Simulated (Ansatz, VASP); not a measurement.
**One calculation of Sr, two programs**

INCAR

```
PREC = Accurate ; ENCUT = 520
EDIFF = 1E-6 ; ISMEAR = -1
SIGMA = 0.02 ; LREAL = F
LASPH = T ; NELM = 60
ALGO = Normal ; ISIF = 2
LWAVE = F ; LCHARG = F
NBANDS = 11
```

File KPOINTS:

```
Automatic mesh
0
Gamma
  8 8 8
```

File POSCAR:

```
Sr
1.0
    0.0000000000      3.0219309284      3.0219309284
    3.0219309284      0.0000000000      3.0219309284
    3.0219309284      3.0219309284      0.0000000000
Sr
1
Direct
    0.0000000000      0.0000000000      0.0000000000
```

File input.yaml:

```yaml
crystal:
  lattice:
    - [0.0, 3.0219309284, 3.0219309284]
    - [3.0219309284, 0.0, 3.0219309284]
    - [3.0219309284, 3.0219309284, 0.0]
  atoms:
    - { symbol: Sr, position: [0.0, 0.0, 0.0] }
kpoints:
  mp_grid: { grid: [8, 8, 8] }
scf:
  occupations: { method: fermi_dirac, width: 0.02 }
hamiltonian:
  xc: lda
  pseudopotentials: { kind: all_electron, lapw: { basis_error: 0.001 } }
output:
  forces: true
  stress: true
  eigenvalues: true
```

Change from the starting cell: volume scaled by 0.98.

Alike in both runs: task single point; functional LDA; k mesh 8 × 8 × 8; occupations fermi-dirac, width 0.02 eV; no spin polarisation.

```csv
,VASP,Ansatz
version,VASP 6.6.1,Ansatz 0.2.0
potentials or method,"VASP PAW LDA potentials, release 64 (Sr_sv), cutoff 520 eV","all-electron LAPW, scalar-relativistic"
```

```tsv
	VASP	Ansatz	Ansatz less VASP
gap on the k mesh at the Fermi level (eV)	none	none	-
pressure (GPa)	-1.5	-1.5	0.00
```

LDA's correlation is that of Perdew and Zunger in VASP and of Perdew and Wang (1992) in Ansatz. A gap of «none» marks a metal or a gap that the smearing closes. Ansatz ran all-electron here, and VASP with PAW potentials.
